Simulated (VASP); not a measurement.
Wanted: the native input for a VASP 6.6.1 run.

| Quantity | Value |
| --- | --- |
| Task | single point |
| Functional | PBE |
| Potentials or basis | VASP PAW PBE potentials, release 64 (Ba_sv, S) |
| Cutoff | 520 eV |
| k mesh | 10 × 10 × 10 |
| Occupations | fermi-dirac, width 0.05 eV |
| Spin | no spin polarisation |
| Dipole correction | no |
| Further INCAR settings | ALGO = Normal; EDIFF = 1e-06; NBANDS = 15 |

The structure of BaS (CsCl type) lies in POSCAR:

```
BaS
1.0
    3.8404747392      0.0000000000      0.0000000000
    0.0000000000      3.8404747392      0.0000000000
    0.0000000000      0.0000000000      3.8404747392
Ba S
1 1
Direct
    0.0000000000      0.0000000000      0.0000000000
    0.5000000000      0.5000000000      0.5000000000
```

The input as run:

INCAR

```
PREC = Accurate
ENCUT = 520
EDIFF = 1E-6
ISMEAR = -1
SIGMA = 0.05
LREAL = F
LASPH = T
NELM = 100
ALGO = Normal
ISIF = 2
LWAVE = F
LCHARG = F
GGA = PE
NBANDS = 15
```

KPOINTS

```
regular mesh
0
Gamma
  10 10 10
```

Potentials or basis: VASP PAW PBE potentials, release 64 (Ba_sv, S).

Launch:

```console
$ cat potpaw_PBE.64/Ba_sv/POTCAR potpaw_PBE.64/S/POTCAR > POTCAR
$ mpirun -np 1 vasp_std > vasp.out
```

It gave:

| Property | Result |
| --- | --- |
| Pressure | 0.9 GPa |
| Band gap on the k mesh | 1.45 eV (least direct gap 1.56 eV) |

Caveat: spin-orbit coupling is left out, which moves the levels of the heavy elements.

It took 44 s on 1 thread of Intel Xeon 8259CL (shared host), peak memory 0.2 GiB.
